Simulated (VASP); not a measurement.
# ZnS in VASP: a series of runs, part 2 of 2

VASP 6.6.1. Earlier steps stand in the parts before.

## (4) Single point, PBE

This run uses another cell than the first one, of 90.29 Å³/atom, 1.785 times its volume.

File INCAR:

```
ALGO = Normal ; DIPOL = 0.5 0.5 0.289
EDIFF = 1E-6 ; ENCUT = 520
GGA = PE ; IDIPOL = 3
ISIF = 2 ; ISMEAR = 0
LASPH = True ; LCHARG = False
LDIPOL = True ; LREAL = False
LWAVE = False ; NBANDS = 26
NELM = 100 ; PREC = Accurate
SIGMA = 0.1
```

File KPOINTS:

```
k-points
0
Gamma
  6 6 1
```

File POSCAR:

```
ZnS
1.0
    3.5064574177      0.0000000000      0.0000000000
    0.0000000000      3.5064574177      0.0000000000
    0.0000000000      0.0000000000     29.3724558400
Zn S
2 2
Direct
    0.5000000000      0.0000000000      0.2550402660
    0.0000000000      0.5000000000      0.3237332656
    0.0000000000      0.5000000000      0.2406890671
    0.5000000000      0.0000000000      0.3380844645
```

Potentials or basis: VASP PAW PBE potentials, release 64 (Zn, S).

On the command line:

```bash
$ cat potpaw_PBE.64/Zn/POTCAR potpaw_PBE.64/S/POTCAR > POTCAR
$ mpirun -np 1 vasp_std > vasp.out
```

OUTCAR:

```text
EDIFF = 1E-6
   ENCUT = 520
   GGA = PE
   ISIF = 2
   ISMEAR = 0
   LASPH = True
   LREAL = False
   NELM = 100
   PREC = Accurate

 ion  position               nearest neighbor table
   1  0.500  0.000  0.255-   4 2.44   3 2.52   3 2.52   3 2.52   3 2.52
   2  0.000  0.500  0.324-   3 2.44   4 2.52   4 2.52   4 2.52   4 2.52
   3  0.000  0.500  0.241-   2 2.44   1 2.52   1 2.52   1 2.52   1 2.52
   4  0.500  0.000  0.338-   1 2.44   2 2.52   2 2.52   2 2.52   2 2.52

  LATTYP: Found a simple tetragonal cell.
 ALAT       =     3.5064574177
 C/A-ratio  =     8.3766754707

  Lattice vectors:

 A1 = (   3.5064574177,   0.0000000000,   0.0000000000)
 A2 = (   0.0000000000,   3.5064574177,   0.0000000000)
 A3 = (   0.0000000000,   0.0000000000,  29.3724558400)

Analysis of symmetry for initial positions (statically):
=====================================================================
 Subroutine PRICEL returns:
 Original cell was already a primitive cell.

 Routine SETGRP: Setting up the symmetry group for a
 simple tetragonal supercell.

 Subroutine GETGRP returns: Found 16 space group operations
[... 165 lines left out ...]
 fundamental gap:      0.6496281553
 Fermi energy:        -3.3162899038

 k-point     1 :       0.0000    0.0000    0.0000
  band No.  band energies     occupation
      1     -17.1883      2.00000
      2     -16.2725      2.00000
      3     -10.3016      2.00000
      4     -10.1288      2.00000
      5     -10.1088      2.00000
      6     -10.1049      2.00000
[... 279 lines left out ...]
     25       5.3207      0.00000
     26       5.3207      0.00000

------------------------ aborting loop because EDIFF is reached ----------------------------------------

 vacuum level on the upper side and lower side of the slab       (xc-potential included)        -0.007        -0.007

  FORCE on cell =-STRESS in cart. coord.  units (eV):
  Direction    XX          YY          ZZ          XY          YZ          ZX
  --------------------------------------------------------------------------------------
  -------------------------------------------------------------------------------------
  Total        0.0412574      0.0412574     -0.0601932      0.0000000      0.0000000      0.0000000
  in kB        0.1830352      0.1830352     -0.2670427      0.0000000      0.0000000      0.0000000
  external PRESSURE =       0.0330092 kB  Pullay stress =       0.0000000 kB

 VOLUME and BASIS-vectors are now :
 -----------------------------------------------------------------------------
  energy-cutoff  :      520.00
  volume of cell :      361.14
      direct lattice vectors                 reciprocal lattice vectors
     3.506457418  0.000000000  0.000000000     0.285188120  0.000000000  0.000000000
     0.000000000  3.506457418  0.000000000     0.000000000  0.285188120  0.000000000
     0.000000000  0.000000000 29.372455840     0.000000000  0.000000000  0.034045502

 POSITION                                       TOTAL-FORCE (eV/Angst)
 -----------------------------------------------------------------------------------
      1.75323      0.00000      7.49116         0.000000     -0.000000      0.025987
      0.00000      1.75323      9.50884        -0.000000     -0.000000     -0.025987
      0.00000      1.75323      7.06963         0.000000      0.000000     -0.002150
      1.75323      0.00000      9.93037         0.000000      0.000000      0.002150
 -----------------------------------------------------------------------------------
    total drift:                                0.000000      0.000000     -0.000230

  FREE ENERGIE OF THE ION-ELECTRON SYSTEM (eV)
  ---------------------------------------------------
  free  energy   TOTEN  =       -12.2512398157 eV

  energy  without entropy=      -12.2512395842  energy(sigma->0) =      -12.25123970

 vacuum level on the upper side and lower side of the slab         1.712         1.712
```

OSZICAR:

```text
N       E                     dE             d eps       ncg     rms          rms(c)
DAV:   1     0.220826240855E+03    0.22083E+03   -0.13904E+04   528   0.109E+03
DAV:   2     0.159072960918E+02   -0.20492E+03   -0.19833E+03   658   0.245E+02
DAV:   3    -0.121443089393E+02   -0.28052E+02   -0.27696E+02   586   0.905E+01
[... 14 lines left out ...]
DAV:  18    -0.122512277830E+02   -0.63495E-05   -0.10411E-07   462   0.439E-03    0.151E-03
DAV:  19    -0.122512358398E+02   -0.80568E-05   -0.22227E-07   416   0.244E-03    0.150E-03
DAV:  20    -0.122512376704E+02   -0.18306E-05   -0.90398E-08   452   0.435E-03    0.783E-04
DAV:  21    -0.122512390900E+02   -0.14195E-05   -0.28809E-08   428   0.838E-04    0.147E-04
DAV:  22    -0.122512398157E+02   -0.72577E-06   -0.86196E-09   404   0.417E-04
   1 F= -.12251240E+02 E0= -.12251240E+02  d E =-.231535E-06
```

Wall time 74 s (1 thread of Intel Xeon 6975P-C (Granite Rapids), shared host); peak memory 0.45 GiB.

What came out:

```
Free energy            : -12.2512 eV
Largest force          : 0.026 eV/Å
Band gap on the k mesh : 0.65 eV, indirect (least direct gap 2.24 eV)
```

Forces in eV/Å, atoms in the order of the input:
```
Zn   0.000  0.000  0.026
Zn   0.000  0.000 -0.026
S    0.000  0.000 -0.002
S    0.000  0.000  0.002
```
